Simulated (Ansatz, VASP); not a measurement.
**Be3Se: VASP beside Ansatz**

```
CELL_PARAMETERS angstrom
-1.76443 1.76443 3.94133
1.76443 -1.76443 3.94133
1.76443 1.76443 -3.94133
ATOMIC_POSITIONS crystal
Be 0.50000 0.50000 0.00000
Be 0.25000 0.75000 0.50000
Be 0.75000 0.25000 0.50000
Se 0.00000 0.00000 0.00000
```

Alike in both runs: task relaxation of cell and atoms; functional PBE; k mesh 18 × 18 × 18; occupations gaussian, width 0.1 eV; no spin polarisation.

|  | VASP | Ansatz |
| --- | --- | --- |
| version | VASP 6.6.1 | Ansatz 0.2.0 |
| potentials or method | VASP PAW PBE potentials, release 64 (Be, Se), cutoff 600 eV | scalar-relativistic, plane waves, PAW |
| valence electrons in the cell | 12 | 22 |

```tsv
	VASP	Ansatz	Ansatz less VASP
gap on the k mesh at the Fermi level, each at its own relaxed structure (eV)	none	none	-
relaxed volume (Å³/atom)	12.62	12.63	+0.009
relaxed length of the cell vector where the two differ most in proportion (Å)	5.346	5.352	+0.0066
```

A gap of «none» marks a metal or a gap that the smearing closes. VASP's potentials hold 12 valence electrons a cell and Ansatz's 22, so a difference there can come from the potentials and not from the codes.
